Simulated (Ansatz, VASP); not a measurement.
## Sc: VASP beside Ansatz

Contents of POSCAR:

```
Sc
1.0
    0.0000000000      2.2705000000      2.2705000000
    2.5259312500      0.0000000000      2.2705000000
    2.5259312500      2.2705000000      0.0000000000
Sc
1
Direct
    0.0000000000      0.0000000000      0.0000000000
```

Contents of INCAR.step1:

```
  ALGO = Normal
  EDIFF = 1E-4
  ENCUT = 520
  GGA = PE
  ISMEAR = 0
  LASPH = T
  LCHARG = F
  LREAL = F
  LWAVE = T
  NBANDS = 12
  NELM = 60
  PREC = Accurate
  SIGMA = 0.15
```

The input INCAR.step2:

```
  ALGO = Normal
  EDIFF = 1E-6
  ENCUT = 520
  ISIF = 2
  ISMEAR = 0
  ISTART = 1
  LASPH = T
  LCHARG = F
  LMIXTAU = T
  LREAL = F
  LWAVE = F
  METAGGA = R2SCAN
  NBANDS = 12
  NELM = 60
  PREC = Accurate
  SIGMA = 0.15
```

The input KPOINTS:

```
k-points
0
Gamma
  18 18 18
```

Input for Ansatz:

```yaml
crystal:
  lattice:
    - [0.0, 2.2705, 2.2705]
    - [2.52593125, 0.0, 2.2705]
    - [2.52593125, 2.2705, 0.0]
  atoms:
    - { symbol: Sc, position: [0.0, 0.0, 0.0] }
basis:
  ecutwfc: 500
kpoints:
  mp_grid: { grid: [18, 18, 18] }
hamiltonian:
  xc: r2scan
scf:
  occupations: { method: gaussian, width: 0.15 }
output:
  forces: true
  stress: true
  eigenvalues: true
```

Change from the starting cell: strain +0.1125 x Voigt [1, 0, 0, 0, 0, 0], atoms carried along.

Alike in both runs: task single point; functional r2SCAN; k mesh 18 × 18 × 18; occupations gaussian, width 0.15 eV; no spin polarisation.

|  | VASP | Ansatz |
| --- | --- | --- |
| version | VASP 6.6.1 | Ansatz 0.2.0 |
| potentials or method | VASP PAW PBE potentials, release 64 (Sc_sv), cutoff 520 eV | scalar-relativistic, plane waves, PAW |
| valence electrons in the cell | 11 | 11 |

```csv
,VASP,Ansatz,Ansatz less VASP
gap on the k mesh at the Fermi level (eV),none,none,-
pressure (GPa),-1.8,-2.0,-0.16
"traceless stress, the component that is largest in VASP (GPa)",-1.46,-1.46,0.000
```

VASP's potentials were made for PBE, not for r2SCAN. A gap of «none» marks a metal or a gap that the smearing closes. With one functional, cell and mesh, what is left measures potentials, basis and numerics.
